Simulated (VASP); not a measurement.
# GaP (F-43m) in VASP: further runs

Runs on GaP. Level: PBE. Tasks: single point.

Everything below comes from runs of VASP 6.6.1. Logs are shortened: lines on timing, memory, paths and dates and some standing lists are left out, and cuts for length are marked.

## Step 1: The cell of the first run

Symmetry: F-43m, No. 216, cubic system. The conventional cell has a = 5.451 Å, b = 5.451 Å, c = 5.451 Å, α = 90.00°, β = 90.00°, γ = 90.00°. Ga (site symmetry -43m) has 4 P at 2.36 Å within 3.1 Å. P (site symmetry -43m) has 4 Ga at 2.36 Å within 3.1 Å.

## Step 2: Single point, PBE

Input file INCAR:

```
SYSTEM = GaP
  ALGO = Normal
  EDIFF = 1E-6
  ENCUT = 500
  GGA = PE
  GGA_COMPAT = .False.
  ISIF = 2
  ISMEAR = 0
  LASPH = .True.
  LCHARG = .False.
  LREAL = .False.
  LWAVE = .False.
  NBANDS = 16
  NELM = 120
  PREC = Accurate
  SIGMA = 0.01
```

Input file KPOINTS:

```
k-points
0
Gamma
  2 2 2
  0 0 0
```

Input file POSCAR:

```
GaP
1.0
    0.0000000000      2.7255000000      2.7255000000
    2.7255000000      0.0000000000      2.7255000000
    2.7255000000      2.7255000000      0.0000000000
Ga P
1 1
Direct
    0.0000000000      0.0000000000      0.0000000000
    0.2500000000      0.2500000000      0.2500000000
```

Potentials or basis: VASP PAW PBE potentials, release 64 (Ga_d, P).

Command:

```bash
> cat potpaw_PBE.64/Ga_d/POTCAR potpaw_PBE.64/P/POTCAR > POTCAR
> mpirun -np 1 vasp_std > vasp.out
```

OUTCAR:

```text
SYSTEM = GaP
   EDIFF = 1E-6
   ENCUT = 500
   GGA = PE
   ISIF = 2
   ISMEAR = 0
   LASPH = .True.
   LREAL = .False.
   NELM = 120
   PREC = Accurate

 ion  position               nearest neighbor table
   1  0.000  0.000  0.000-   2 2.36   2 2.36   2 2.36   2 2.36
   2  0.250  0.250  0.250-   1 2.36   1 2.36   1 2.36   1 2.36

  LATTYP: Found a face centered cubic cell.
 ALAT       =     5.4510000000

  Lattice vectors:

 A1 = (   0.0000000000,   2.7255000000,   2.7255000000)
 A2 = (   2.7255000000,   0.0000000000,   2.7255000000)
 A3 = (   2.7255000000,   2.7255000000,   0.0000000000)

Analysis of symmetry for initial positions (statically):
=====================================================================
 Subroutine PRICEL returns:
 Original cell was already a primitive cell.

 Routine SETGRP: Setting up the symmetry group for a
 face centered cubic supercell.

 Subroutine GETGRP returns: Found 24 space group operations
 (whereof 24 operations were pure point group operations)
 out of a pool of 48 trial point group operations.

The static configuration has the point symmetry T_d .

Analysis of symmetry for dynamics (positions and initial velocities):
=====================================================================
 Subroutine PRICEL returns:
 Original cell was already a primitive cell.

 Routine SETGRP: Setting up the symmetry group for a
 face centered cubic supercell.

 Subroutine GETGRP returns: Found 24 space group operations
 (whereof 24 operations were pure point group operations)
 out of a pool of 48 trial point group operations.

The dynamic configuration has the point symmetry T_d .

 Subroutine INISYM returns: Found 24 space group operations
 (whereof 24 operations are pure point group operations),
 and found     1 'primitive' translations

----------------------------------------------------------------------------------------

                                     Primitive cell

  volume of cell :      40.4919

  direct lattice vectors                    reciprocal lattice vectors
     0.000000000  2.725500000  2.725500000    -0.183452578  0.183452578  0.183452578
     2.725500000  0.000000000  2.725500000     0.183452578 -0.183452578  0.183452578
     2.725500000  2.725500000  0.000000000     0.183452578  0.183452578 -0.183452578

  length of vectors
     3.854439064  3.854439064  3.854439064     0.317749185  0.317749185  0.317749185

  position of ions in fractional coordinates (direct lattice)
     0.000000000  0.000000000  0.000000000
     0.250000000  0.250000000  0.250000000

  ion indices of the primitive-cell ions
   primitive index   ion index
                 1           1
                 2           2

----------------------------------------------------------------------------------------

 KPOINTS: k-points

Automatic generation of k-mesh.
 Grid dimensions read from file:
 generate k-points for:    2    2    2

 Generating k-lattice:

  Cartesian coordinates                     Fractional coordinates (reciprocal lattice)
    -0.091726289  0.091726289  0.091726289     0.500000000  0.000000000  0.000000000
     0.091726289 -0.091726289  0.091726289     0.000000000  0.500000000  0.000000000
     0.091726289  0.091726289 -0.091726289     0.000000000  0.000000000  0.500000000

  Length of vectors
     0.158874593  0.158874593  0.158874593

  Shift w.r.t. Gamma in fractional coordinates (k-lattice)
     0.000000000  0.000000000  0.000000000

 Subroutine IBZKPT returns following result:
 ===========================================

 Found      3 irreducible k-points:

 Following reciprocal coordinates:
            Coordinates               Weight
  0.000000  0.000000  0.000000      1.000000
  0.500000  0.000000  0.000000      4.000000
  0.500000  0.500000  0.000000      3.000000
   k-points           NKPTS =      3   k-points in BZ     NKDIM =      3   number of bands    NBANDS=     16
   number of dos      NEDOS =    301   number of ions     NIONS =      2
   total plane-waves  NPLWV =  21952
   dimension x,y,z NGX =    28 NGY =   28 NGZ =   28
   dimension x,y,z NGXF=    56 NGYF=   56 NGZF=   56
   ions per type =               1   1
   NGX,Y,Z   is equivalent  to a cutoff of  12.08, 12.08, 12.08 a.u.
   NGXF,Y,Z  is equivalent  to a cutoff of  24.15, 24.15, 24.15 a.u.
 SYSTEM =  GaP
   PREC   = accura    normal or accurate (medium, high low for compatibility)
   ISTART =      0    job   : 0-new  1-cont  2-samecut
   ICHARG =      2    charge: 1-file 2-atom 10-const
   ISPIN  =      1    spin polarized calculation?
   LNONCOLLINEAR =      F non collinear calculations
   LSORBIT =      F    spin-orbit coupling
   LASPH  =      T    aspherical Exc in radial PAW
   ENCUT  =  500.0 eV  36.75 Ry    6.06 a.u.   7.03  7.03  7.03*2*pi/ulx,y,z
   NELM   =    120;   NELMIN=  2; NELMDL= -5     # of ELM steps
   EDIFF  = 0.1E-05   stopping-criterion for ELM
   LREAL  =      F    real-space projection
   EDIFFG = 0.1E-04   stopping-criterion for IOM
   NSW    =      0    number of steps for IOM
   IBRION =     -1    ionic relax: 0-MD 1-quasi-New 2-CG
   NFREE  =      0    steps in history (QN), initial steepest desc. (CG)
   ISIF   =      2    stress and relaxation
   ISYM   =      2    0-nonsym 1-usesym 2-fastsym
   POTIM  = 0.5000    time-step for ionic-motion
   TEBEG  =    0.0;   TEEND  =   0.0 temperature during run
   PSTRESS=    0.0 pullay stress
   NELECT =      18.0000    total number of electrons
   NUPDOWN=      -1.0000    fix difference up-down
   EMIN   =  10.00;   EMAX   =-10.00  energy-range for DOS
   EFERMI =   0.00;   METHOD = LEGACY
   ISMEAR =     0;   SIGMA  =   0.01  broadening in eV -4-tet -1-fermi 0-gaus
   EFERMI_NEDOS =   21; number of points for ismear=-14 and -15
   IALGO  =     38    algorithm
   IMIX   =      4    mixing-type and parameters
     AMIX     =   0.40;   BMIX     =  1.00
     AMIX_MAG =   1.60;   BMIX_MAG =  1.00
  volume/ion in A,a.u.               =      20.25       136.63
  Fermi-wavevector in a.u.,A,eV,Ry     =   1.249423  2.361067 21.239480  1.561058
  Thomas-Fermi vector in A             =   2.383464
   LORBIT       =      0    0 simple, 1 ext, 2 COOP (PROOUT), +10 PAW based schemes
   GGA     = PE    functional components
   LHFCALC =     F    Hartree Fock is set to
   AEXX    =    0.0000 exact exchange contribution
   IVDW    =     0    specifies the selected vdW correction
   LEPSILON=     F    determine dielectric tensor
   LRPA    =     F    only Hartree local field effects (RPA)
 non-spin polarized calculation
 Gauss-broadening in eV      SIGMA  =   0.01
  energy-cutoff  :      500.00
  volume of cell :       40.49
 maximum number of plane-waves:      1056
 NGX is ok and might be reduce to    28
   NGX = 13   NGY = 13   NGZ = 13

 number of electron      18.0000016 magnetization

 Free energy of the ion-electron system (eV)
  ---------------------------------------------------
  ext. energy  EPLUGINS =         0.00000000
  ---------------------------------------------------
  free energy    TOTEN  =        -6.88517482 eV

  energy without entropy =       -6.88517482  energy(sigma->0) =       -6.88517482

 E-fermi :   5.1202     XC(G=0):  -9.6401

 val. band max:        5.0230776734   @ k =   0.0000   0.0000   0.0000
 cond. band min:       6.4844557775   @ k =   0.5000   0.5000   0.0000
 fundamental gap:      1.4613781040
 Fermi energy:         5.1201863214

 k-point     1 :       0.0000    0.0000    0.0000
  band No.  band energies     occupation
      1      -9.9092      2.00000
      2      -9.9092      2.00000
      3      -9.9092      2.00000
      4      -9.8206      2.00000
      5      -9.8206      2.00000
      6      -7.5336      2.00000
[... 8 lines left out ...]
     15      14.6185      0.00000
     16      14.6185      0.00000

 k-point     2 :       0.5000    0.0000    0.0000
  band No.  band energies     occupation
      1      -9.9761      2.00000
      2      -9.8862      2.00000
      3      -9.8862      2.00000
      4      -9.8124      2.00000
      5      -9.8124      2.00000
      6      -5.4265      2.00000
[... 8 lines left out ...]
     15      16.5726      0.00000
     16      16.5726      0.00000

 k-point     3 :       0.5000    0.5000    0.0000
  band No.  band energies     occupation
      1     -10.0110      2.00000
      2      -9.8549      2.00000
      3      -9.8462      2.00000
      4      -9.8462      2.00000
      5      -9.7993      2.00000
      6      -4.4713      2.00000
[... 8 lines left out ...]
     15      17.2900      0.00000
     16      17.9450      0.00000

------------------------ aborting loop because EDIFF is reached ----------------------------------------

  FORCE on cell =-STRESS in cart. coord.  units (eV):
  Direction    XX          YY          ZZ          XY          YZ          ZX
  --------------------------------------------------------------------------------------
  -------------------------------------------------------------------------------------
  Total        2.3627721      2.3627721      2.3627721      0.0000000     -0.0000000      0.0000000
  in kB       93.4897187     93.4897187     93.4897187      0.0000000     -0.0000000      0.0000000
  external PRESSURE =      93.4897187 kB  Pullay stress =       0.0000000 kB

 VOLUME and BASIS-vectors are now :
 -----------------------------------------------------------------------------
  energy-cutoff  :      500.00
  volume of cell :       40.49
      direct lattice vectors                 reciprocal lattice vectors
     0.000000000  2.725500000  2.725500000    -0.183452578  0.183452578  0.183452578
     2.725500000  0.000000000  2.725500000     0.183452578 -0.183452578  0.183452578
     2.725500000  2.725500000  0.000000000     0.183452578  0.183452578 -0.183452578

 POSITION                                       TOTAL-FORCE (eV/Angst)
 -----------------------------------------------------------------------------------
      0.00000      0.00000      0.00000        -0.000000     -0.000000      0.000000
      1.36275      1.36275      1.36275         0.000000      0.000000      0.000000
 -----------------------------------------------------------------------------------
    total drift:                                0.000001      0.000001      0.000001

  FREE ENERGIE OF THE ION-ELECTRON SYSTEM (eV)
  ---------------------------------------------------
  free  energy   TOTEN  =        -6.8851748160 eV

  energy  without entropy=       -6.8851748160  energy(sigma->0) =       -6.88517482
```

It took 6.8 s on 1 thread of Intel Xeon Platinum 8375C at 2.90GHz (Ice Lake), shared host; peak memory 0.15 GiB.

Results:

```yaml
Free_energy: -6.8852 eV
Pressure: 9.3 GPa
Band_gap_on_the_k_mesh: 1.46 eV, indirect (least direct gap 1.76 eV)
```

Levels at points of the mesh, in eV from the valence-band top:
| k point | band 5 | band 6 | band 7 | band 8 | band 9 | band 10 | band 11 | band 12 | band 13 | band 14 |
| --- | --- | --- | --- | --- | --- | --- | --- | --- | --- | --- |
| (0.00, 0.00, 0.00) | -14.84 | -12.56 | 0.00 | 0.00 | 0.00 | 1.76 | 3.65 | 3.65 | 3.65 | 8.71 |
| (0.50, 0.00, 0.00) | -14.84 | -10.45 | -6.79 | -1.17 | -1.17 | 1.53 | 4.50 | 4.50 | 8.19 | 10.91 |
| (0.50, 0.50, 0.00) | -14.82 | -9.49 | -6.95 | -2.78 | -2.78 | 1.46 | 1.66 | 10.46 | 10.46 | 11.26 |

Caveat: the k points lie up to 1.00 Å⁻¹ apart. A k mesh can miss the band edges.

## Step 3: Single point, PBE

Input file INCAR:

```
SYSTEM = GaP
PREC = Accurate
ENCUT = 500
EDIFF = 1E-6
ISMEAR = 0
SIGMA = 0.01
LREAL = .False.
LASPH = .True.
NELM = 120
ALGO = Normal
ISIF = 2
LWAVE = .False.
LCHARG = .False.
GGA = PE
NBANDS = 16
GGA_COMPAT = .False.
```

Input file KPOINTS:

```
Automatic mesh
0
Gamma
  4 4 4
  0 0 0
```

POSCAR is that of step 2.

Potentials or basis: VASP PAW PBE potentials, release 64 (Ga_d, P).

Command:

```bash
> cat potpaw_PBE.64/Ga_d/POTCAR potpaw_PBE.64/P/POTCAR > POTCAR
> mpirun -np 1 vasp_std > vasp.out
```

It took 12 s on 1 thread of Intel Xeon Platinum 8375C at 2.90GHz (Ice Lake), shared host; peak memory 0.15 GiB.

The run converged. Its results:

| Quantity | Value |
| --- | --- |
| Free energy | -8.9762 eV |
| Pressure | 2.8 GPa |
| Band gap on the k mesh | 1.63 eV, indirect (least direct gap 1.81 eV) |

Levels at points of the mesh, in eV from the valence-band top:
| k point | band 7 | band 8 | band 9 | band 10 | band 11 | band 12 |
| --- | --- | --- | --- | --- | --- | --- |
| (0.00, 0.00, 0.00) | 0.00 | 0.00 | 0.00 | 1.81 | 3.86 | 3.86 |
| (0.50, 0.00, 0.00) | -6.65 | -1.12 | -1.12 | 1.65 | 4.69 | 4.69 |
| (0.50, 0.50, 0.00) | -6.78 | -2.69 | -2.69 | 1.63 | 1.80 | 10.58 |

Caveat: the k points lie up to 0.50 Å⁻¹ apart. A k mesh can miss the band edges.
